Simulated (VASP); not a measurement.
# MgO (Fm-3m) in VASP: a series of runs

MgO is run at these levels: PBEsol; tasks: relaxation of cell and atoms.

All numbers are computed with VASP 6.6.1; they aren't measurements. Logs are shortened: lines on timing, memory, paths and dates and some standing lists are left out, and cuts for length are marked.

### 1 The cell of the first run

The structure is cubic, space group Fm-3m (No. 225). Conventional cell: a = 4.214 Å, b = 4.214 Å, c = 4.214 Å, α = 90.00°, β = 90.00°, γ = 90.00°. Mg (site symmetry m-3m) has 6 O at 2.11 Å within 2.8 Å. Within 2.8 Å of O (site symmetry m-3m) lie 6 Mg at 2.11 Å.

### 2 Relaxation of cell and atoms, PBEsol, target pressure 10 GPa, at which the enthalpy is minimised

INCAR reads:

```
SYSTEM = MgO
PREC = Accurate
ENCUT = 600
EDIFF = 1E-6
ISMEAR = 0
SIGMA = 0.01
LREAL = .False.
LASPH = .True.
NELM = 60
ALGO = Normal
ISIF = 3
LWAVE = .False.
LCHARG = .False.
GGA = PS
IBRION = 2
NSW = 100
EDIFFG = -0.002
PSTRESS = 100.0
```

KPOINTS reads:

```
regular mesh
0
Gamma
  10 10 10
  0 0 0
```

POSCAR reads:

```
MgO
1.0
    2.1071397563      2.1071397563      0.0000000000
   -2.1071397563      2.1071397563      0.0000000000
    0.0000000000      2.1071397563      2.1071397563
Mg O
1 1
Direct
    0.0000000000      0.0000000000      0.0000000000
    0.5000000000      0.5000000000      0.0000000000
```

Potentials or basis: VASP PAW PBE potentials, release 64 (Mg, O).

The run is started by

```bash
$ cat potpaw_PBE.64/Mg/POTCAR potpaw_PBE.64/O/POTCAR > POTCAR
$ mpirun -np 1 vasp_std > vasp.out
```

OUTCAR:

```text
SYSTEM = MgO
   PREC = Accurate
   ENCUT = 600
   EDIFF = 1E-6
   ISMEAR = 0
   LREAL = .False.
   LASPH = .True.
   NELM = 60
   ISIF = 3
   GGA = PS
   IBRION = 2
   NSW = 100
   EDIFFG = -0.002
   PSTRESS = 100.0

 ion  position               nearest neighbor table
   1  0.000  0.000  0.000-   2 2.11   2 2.11   2 2.11   2 2.11   2 2.11   2 2.11
   2  0.500  0.500  0.000-   1 2.11   1 2.11   1 2.11   1 2.11   1 2.11   1 2.11

  LATTYP: Found a face centered cubic cell.
 ALAT       =     4.2142795126

  Lattice vectors:

 A1 = (   0.0000000000,   2.1071397563,   2.1071397563)
 A2 = (   2.1071397563,   0.0000000000,   2.1071397563)
 A3 = (   2.1071397563,   2.1071397563,   0.0000000000)

Analysis of symmetry for initial positions (statically):
=====================================================================
 Subroutine PRICEL returns:
 Original cell was already a primitive cell.

 Routine SETGRP: Setting up the symmetry group for a
 face centered cubic supercell.

 Subroutine GETGRP returns: Found 48 space group operations
 (whereof 48 operations were pure point group operations)
 out of a pool of 48 trial point group operations.

The static configuration has the point symmetry O_h .

Analysis of symmetry for dynamics (positions and initial velocities):
=====================================================================
 Subroutine PRICEL returns:
 Original cell was already a primitive cell.

 Routine SETGRP: Setting up the symmetry group for a
 face centered cubic supercell.

 Subroutine GETGRP returns: Found 48 space group operations
 (whereof 48 operations were pure point group operations)
 out of a pool of 48 trial point group operations.

The dynamic configuration has the point symmetry O_h .

 Subroutine INISYM returns: Found 48 space group operations
 (whereof 48 operations are pure point group operations),
 and found     1 'primitive' translations

----------------------------------------------------------------------------------------

                                     Primitive cell

  volume of cell :      18.7116

  direct lattice vectors                    reciprocal lattice vectors
     2.107139756  2.107139756  0.000000000     0.237288485  0.237288485 -0.237288485
    -2.107139756  2.107139756  0.000000000    -0.237288485  0.237288485 -0.237288485
     0.000000000  2.107139756  2.107139756     0.000000000  0.000000000  0.474576970

  length of vectors
     2.979945621  2.979945621  2.979945621     0.410995712  0.410995712  0.474576970

  position of ions in fractional coordinates (direct lattice)
     0.000000000  0.000000000  0.000000000
     0.500000000  0.500000000  0.000000000

  ion indices of the primitive-cell ions
   primitive index   ion index
                 1           1
                 2           2

----------------------------------------------------------------------------------------

 KPOINTS: regular mesh

Automatic generation of k-mesh.
 Grid dimensions read from file:
 generate k-points for:   10   10   10

 Generating k-lattice:

  Cartesian coordinates                     Fractional coordinates (reciprocal lattice)
     0.023728848  0.023728848 -0.023728848     0.100000000  0.000000000  0.000000000
    -0.023728848  0.023728848 -0.023728848     0.000000000  0.100000000  0.000000000
     0.000000000  0.000000000  0.047457697     0.000000000  0.000000000  0.100000000

  Length of vectors
     0.041099571  0.041099571  0.047457697

  Shift w.r.t. Gamma in fractional coordinates (k-lattice)
     0.000000000  0.000000000  0.000000000

 Subroutine IBZKPT returns following result:
 ===========================================

 Found     47 irreducible k-points:

 Following reciprocal coordinates:
            Coordinates               Weight
  0.000000  0.000000  0.000000      1.000000
  0.100000  0.000000  0.000000      8.000000
  0.200000  0.000000  0.000000      8.000000
  0.300000  0.000000  0.000000      8.000000
  0.400000  0.000000  0.000000      8.000000
  0.500000  0.000000  0.000000      4.000000
[... 16 lines left out ...]
  0.300000  0.300000  0.000000     12.000000
  0.400000  0.300000  0.000000     24.000000
 [... further k-points ...]
   k-points           NKPTS =     47   k-points in BZ     NKDIM =     47   number of bands    NBANDS=      8
   number of dos      NEDOS =    301   number of ions     NIONS =      2
   total plane-waves  NPLWV =  13824
   dimension x,y,z NGX =    24 NGY =   24 NGZ =   24
   dimension x,y,z NGXF=    48 NGYF=   48 NGZF=   48
   ions per type =               1   1
   NGX,Y,Z   is equivalent  to a cutoff of  13.39, 13.39, 13.39 a.u.
   NGXF,Y,Z  is equivalent  to a cutoff of  26.78, 26.78, 26.78 a.u.
 SYSTEM =  MgO
   PREC   = accura    normal or accurate (medium, high low for compatibility)
   ISTART =      0    job   : 0-new  1-cont  2-samecut
   ICHARG =      2    charge: 1-file 2-atom 10-const
   ISPIN  =      1    spin polarized calculation?
   LNONCOLLINEAR =      F non collinear calculations
   LSORBIT =      F    spin-orbit coupling
   LASPH  =      T    aspherical Exc in radial PAW
   ENCUT  =  600.0 eV  44.10 Ry    6.64 a.u.   5.95  5.95  5.95*2*pi/ulx,y,z
   NELM   =     60;   NELMIN=  2; NELMDL= -5     # of ELM steps
   EDIFF  = 0.1E-05   stopping-criterion for ELM
   LREAL  =      F    real-space projection
   EDIFFG = -.2E-02   stopping-criterion for IOM
   NSW    =    100    number of steps for IOM
   IBRION =      2    ionic relax: 0-MD 1-quasi-New 2-CG
   NFREE  =      1    steps in history (QN), initial steepest desc. (CG)
   ISIF   =      3    stress and relaxation
   ISYM   =      2    0-nonsym 1-usesym 2-fastsym
   POTIM  = 0.5000    time-step for ionic-motion
   TEBEG  =    0.0;   TEEND  =   0.0 temperature during run
   PSTRESS=  100.0 pullay stress
   NELECT =       8.0000    total number of electrons
   NUPDOWN=      -1.0000    fix difference up-down
   EMIN   =  10.00;   EMAX   =-10.00  energy-range for DOS
   EFERMI =   0.00;   METHOD = LEGACY
   ISMEAR =     0;   SIGMA  =   0.01  broadening in eV -4-tet -1-fermi 0-gaus
   EFERMI_NEDOS =   21; number of points for ismear=-14 and -15
   IALGO  =     38    algorithm
   IMIX   =      4    mixing-type and parameters
     AMIX     =   0.40;   BMIX     =  1.00
     AMIX_MAG =   1.60;   BMIX_MAG =  1.00
  volume/ion in A,a.u.               =       9.36        63.14
  Fermi-wavevector in a.u.,A,eV,Ry     =   1.233298  2.330596 20.694799  1.521025
  Thomas-Fermi vector in A             =   2.368034
   LORBIT       =      0    0 simple, 1 ext, 2 COOP (PROOUT), +10 PAW based schemes
   GGA     = PS    functional components
   LHFCALC =     F    Hartree Fock is set to
   AEXX    =    0.0000 exact exchange contribution
   IVDW    =     0    specifies the selected vdW correction
   LEPSILON=     F    determine dielectric tensor
   LRPA    =     F    only Hartree local field effects (RPA)
 conjugate gradient relaxation of ions
 non-spin polarized calculation
 Gauss-broadening in eV      SIGMA  =   0.01
  energy-cutoff  :      600.00
  volume of cell :       18.71
 maximum number of plane-waves:       636
   NGX = 11   NGY = 11   NGZ = 11

--------------------------------------- Ionic step        1  -------------------------------------------

 number of electron       8.0000005 magnetization

 Free energy of the ion-electron system (eV)
  ---------------------------------------------------
  ext. energy  EPLUGINS =         0.00000000
  ---------------------------------------------------
  free energy    TOTEN  =       -12.51543961 eV

  energy without entropy =      -12.51543961  energy(sigma->0) =      -12.51543961

------------------------ aborting loop because EDIFF is reached ----------------------------------------

  FORCE on cell =-STRESS in cart. coord.  units (eV):
  Direction    XX          YY          ZZ          XY          YZ          ZX
  --------------------------------------------------------------------------------------
  -------------------------------------------------------------------------------------
  Total       -0.0864553     -0.0864553     -0.0864553      0.0000000      0.0000000     -0.0000000
  in kB       -7.4027375     -7.4027375     -7.4027375      0.0000000      0.0000000     -0.0000000
  external PRESSURE =    -107.4027375 kB  Pullay stress =     100.0000000 kB
[... 61 lines left out ...]
  enthalpy is  TOTEN    =       -11.3742703379 eV   P V=        1.0650507972

--------------------------------------- Ionic step        3  -------------------------------------------

 number of electron       7.9999998 magnetization

 Free energy of the ion-electron system (eV)
  ---------------------------------------------------
  ext. energy  EPLUGINS =         0.00000000
  ---------------------------------------------------
  free energy    TOTEN  =       -12.48584439 eV

  energy without entropy =      -12.48584439  energy(sigma->0) =      -12.48584439

 E-fermi :   3.5717     XC(G=0): -11.5956

 val. band max:        3.5173221945   @ k =   0.0000   0.0000   0.0000
 cond. band min:       8.7389617200   @ k =   0.0000   0.0000   0.0000
 fundamental gap:      5.2216395254
 Fermi energy:         3.5716698771

 k-point     1 :       0.0000    0.0000    0.0000
  band No.  band energies     occupation
      1     -14.0012      2.00000
      2       3.5173      2.00000
      3       3.5173      2.00000
      4       3.5173      2.00000
      5       8.7390      0.00000
      6      19.4748      0.00000
      7      19.4748      0.00000
      8      19.4748      0.00000
[... 243 lines left out ...]
 k-point    24 :       0.4000    0.3000    0.0000
  band No.  band energies     occupation
      1     -12.2675      2.00000
      2      -0.3088      2.00000
      3       0.6405      2.00000
      4       2.3785      2.00000
      5      13.8525      0.00000
      6      16.0652      0.00000
      7      16.6570      0.00000
      8      21.9756      0.00000

 [... further k-points ...]

------------------------ aborting loop because EDIFF is reached ----------------------------------------

  FORCE on cell =-STRESS in cart. coord.  units (eV):
  Direction    XX          YY          ZZ          XY          YZ          ZX
  --------------------------------------------------------------------------------------
  -------------------------------------------------------------------------------------
  Total        1.0987496      1.0987496      1.0987496      0.0000000     -0.0000000      0.0000000
  in kB       99.8955301     99.8955301     99.8955301      0.0000000     -0.0000000      0.0000000
  external PRESSURE =      -0.1044699 kB  Pullay stress =     100.0000000 kB
[... 17 lines left out ...]
  FREE ENERGIE OF THE ION-ELECTRON SYSTEM (eV)
  ---------------------------------------------------
  free  energy   TOTEN  =       -12.4858443945 eV

  energy  without entropy=      -12.4858443945  energy(sigma->0) =      -12.48584439

  enthalpy is  TOTEN    =       -11.3859457790 eV   P V=        1.0998986154

 reached required accuracy - stopping structural energy minimisation
```

Wall time 20 s (1 thread of Intel Xeon 8259CL, shared host); peak memory 0.15 GiB.

What came out:

| Quantity | Value |
| --- | --- |
| Free energy | -12.4858 eV |
| Relaxed volume | 8.81 Å³/atom |
| Relaxed cell | a = 2.921 Å, b = 2.921 Å, c = 2.921 Å, α = 60.00°, β = 60.00°, γ = 90.00° |
| Space group after relaxing (to 0.1 Å) | Fm-3m (No. 225) |
| Energy change on relaxing (the run minimises the enthalpy) | +14.8 meV/atom |
| Ionic steps | 3 |
| Pressure after relaxing | 10.0 GPa |
| Band gap on the k mesh | 5.22 eV |

Step by step:
```
step  energy change (eV)  largest force (eV/Å)  pressure (GPa)  volume (Å³)
   1              0.0000                0.0000           -0.74        18.71
   2              0.0761                0.0000           16.91        17.06
   3              0.0296                0.0000            9.99        17.62
```

Final structure:
```xyz
2
Lattice="2.0654 2.0654 0.0000 -2.0654 2.0654 0.0000 0.0000 2.0654 2.0654" Properties=species:S:1:pos:R:3 pbc="T T T"
Mg    0.0000    0.0000    0.0000
O     0.0000    4.1309    2.0654
```

Levels at points of the mesh, in eV from the valence-band top:
```csv
k point,band 2,band 3,band 4,band 5,band 6,band 7
"(0.00, 0.00, 0.00)",0.00,0.00,0.00,5.22,15.96,15.96
"(0.50, 0.00, 0.00)",-4.95,-0.73,-0.73,8.12,13.17,16.78
"(0.50, 0.50, 0.00)",-4.39,-1.45,-1.45,8.98,10.52,13.60
```

Caveat: the cell is relaxed towards a set pressure, so the run minimises the enthalpy, not the energy; the PAW data sets were made with another functional, which shifts forces and pressure a little.

### 3 Relaxation of cell and atoms, PBEsol, target pressure 15 GPa, at which the enthalpy is minimised

INCAR reads:

```
SYSTEM = MgO
ALGO = Normal ; EDIFF = 1E-7
EDIFFG = -0.002 ; ENCUT = 600
GGA = PS ; IBRION = 2
ISIF = 3 ; ISMEAR = 0
LASPH = .True. ; LCHARG = .False.
LREAL = .False. ; LWAVE = .False.
NELM = 100 ; NSW = 100
PREC = Accurate ; PSTRESS = 150.0
SIGMA = 0.01
```

KPOINTS reads:

```
k-points
0
Gamma
  10 10 10
  0 0 0
```

POSCAR is that of step 2.

Potentials or basis: VASP PAW PBE potentials, release 64 (Mg, O).

The run is started by

```bash
$ cat potpaw_PBE.64/Mg/POTCAR potpaw_PBE.64/O/POTCAR > POTCAR
$ mpirun -np 1 vasp_std > vasp.out
```

It took 31 s on 1 thread of Intel Xeon 8259CL, shared host; peak memory 0.15 GiB.

Results (log left out):

* Free energy: -12.4537 eV
* Relaxed volume: 8.60 Å³/atom
* Relaxed cell: a = 2.898 Å, b = 2.898 Å, c = 2.898 Å, α = 60.00°, β = 60.00°, γ = 90.00°
* Space group after relaxing (to 0.1 Å): Fm-3m (No. 225)
* Energy change on relaxing (the run minimises the enthalpy): +30.9 meV/atom
* Ionic steps: 6
* Pressure after relaxing: 15.0 GPa
* Band gap on the k mesh: 5.47 eV

Step by step:
```
step  energy change (eV)  largest force (eV/Å)  pressure (GPa)  volume (Å³)
   1              0.0000                0.0000           -0.73        18.71
   2              0.1773                0.0000           27.83        16.33
   3              0.0612                0.0000           14.93        17.21
   4              0.0639                0.0000           15.31        17.19
   5              0.0604                0.0000           14.82        17.22
   6              0.0617                0.0000           15.00        17.21
```

Final structure:
```cif
data_structure
_symmetry_space_group_name_H-M 'P 1'
_symmetry_Int_Tables_number 1
_cell_length_a 2.8979
_cell_length_b 2.8979
_cell_length_c 2.8979
_cell_angle_alpha 60.000
_cell_angle_beta 60.000
_cell_angle_gamma 90.000
_cell_volume 17.21
loop_
_atom_site_label
_atom_site_type_symbol
_atom_site_fract_x
_atom_site_fract_y
_atom_site_fract_z
_atom_site_occupancy
Mg1 Mg 0.00000 0.00000 0.00000 1
O1 O 0.50000 0.50000 0.00000 1
```

Levels at points of the mesh, in eV from the valence-band top:
| k point | band 1 | band 2 | band 3 | band 4 | band 5 | band 6 | band 7 | band 8 |
| --- | --- | --- | --- | --- | --- | --- | --- | --- |
| (0.00, 0.00, 0.00) | -17.65 | 0.00 | 0.00 | 0.00 | 5.47 | 16.09 | 16.09 | 16.09 |
| (0.50, 0.00, 0.00) | -16.12 | -5.06 | -0.76 | -0.76 | 8.27 | 13.44 | 17.03 | 17.03 |
| (0.50, 0.50, 0.00) | -15.82 | -4.50 | -1.49 | -1.49 | 9.00 | 10.79 | 13.87 | 20.12 |

Caveat: the cell is relaxed towards a set pressure, so the run minimises the enthalpy, not the energy; the PAW data sets were made with another functional, which shifts forces and pressure a little.
